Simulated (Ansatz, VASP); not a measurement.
# SiC: VASP beside Ansatz

File POSCAR:

```
SiC
1.0
    3.0751950076      0.0000000000      0.0000000000
   -1.5375975038      2.6631969982      0.0000000000
    0.0000000000      0.0000000000      5.0481668526
Si C
2 2
Direct
    0.3333333333      0.6666666667      0.0046028828
    0.6666666667      0.3333333333      0.5046028828
    0.3696027429      0.6932177172      0.3605879463
    0.6666666667      0.3333333333      0.8803971172
```

Contents of INCAR.step1:

```
SYSTEM = SiC
PREC     = Accurate       ! precision mode
ENCUT    = 520            ! plane-wave cutoff, eV
ISMEAR   = 0              ! smearing method
SIGMA    = 0.05           ! smearing width, eV
LREAL    = .FALSE.        ! projectors in reciprocal space
LASPH    = .TRUE.         ! aspherical terms in the spheres
NELM     = 100            ! most SCF steps
NBANDS   = 16             ! bands
GGA      = PE             ! functional
ALGO     = Normal         ! electronic algorithm
EDIFF    = 1E-4           ! SCF threshold, eV
LWAVE    = .TRUE.         ! write WAVECAR
LCHARG   = .FALSE.        ! write CHGCAR
```

File INCAR.step2:

```
SYSTEM = SiC
PREC     = Accurate       ! precision mode
ENCUT    = 520            ! plane-wave cutoff, eV
EDIFF    = 1E-6           ! SCF threshold, eV
ISMEAR   = 0              ! smearing method
SIGMA    = 0.05           ! smearing width, eV
LREAL    = .FALSE.        ! projectors in reciprocal space
LASPH    = .TRUE.         ! aspherical terms in the spheres
NELM     = 100            ! most SCF steps
ALGO     = Normal         ! electronic algorithm
ISIF     = 2              ! what is computed and relaxed
LWAVE    = .FALSE.        ! write WAVECAR
LCHARG   = .FALSE.        ! write CHGCAR
METAGGA  = R2SCAN         ! meta-GGA
LMIXTAU  = .TRUE.       
NBANDS   = 16             ! bands
ISTART   = 1
```

File KPOINTS:

```
Automatic mesh
0
G
  12 12 6
  0 0 0
```

Input for Ansatz:

```yaml
crystal:
  lattice:
    - [3.0751950076, 0.0, 0.0]
    - [-1.5375975038, 2.6631969982, 0.0]
    - [0.0, 0.0, 5.0481668526]
  atoms:
    - { symbol: Si, position: [0.3333333333, 0.6666666667, 0.0046028828] }
    - { symbol: Si, position: [0.6666666667, 0.3333333333, 0.5046028828] }
    - { symbol: C, position: [0.3696027429, 0.6932177172, 0.3605879463] }
    - { symbol: C, position: [0.6666666667, 0.3333333333, 0.8803971172] }
basis:
  ecutwfc: 500
kpoints:
  mp_grid: { grid: [12, 12, 6] }
hamiltonian:
  xc: r2scan
scf:
  occupations: { method: gaussian, width: 0.05 }
output:
  forces: true
  stress: true
  eigenvalues: true
```

Alike in both runs: task single point; functional r2SCAN; k mesh 12 × 12 × 6; occupations gaussian, width 0.05 eV; no spin polarisation.

|  | VASP | Ansatz |
| --- | --- | --- |
| version | VASP 6.6.1 | Ansatz 0.2.0 |
| potentials or method | VASP PAW PBE potentials, release 64 (Si, C), cutoff 520 eV | scalar-relativistic, plane waves, PAW |
| valence electrons in the cell | 16 | 16 |

Ansatz gave:

* gap on the k mesh at the Fermi level (eV): 2.07
* least direct gap on the mesh (eV): 4.25
* pressure (GPa): 1.3
* traceless stress, the component that is largest in VASP (GPa): 4.15
* rms of the force components (eV/Å): 1.066

Question: What did VASP give for the same quantities?

Answer: gap on the k mesh at the Fermi level (eV): 2.07; least direct gap on the mesh (eV): 4.26; pressure (GPa): 1.1; traceless stress, the component that is largest in VASP (GPa): 4.13; rms of the force components (eV/Å): 1.064.

VASP's potentials were made for PBE, not for r2SCAN. Atom by atom the forces differ by 0.003 eV/Å (rms over components). With one functional, cell and mesh, what is left measures potentials, basis and numerics.
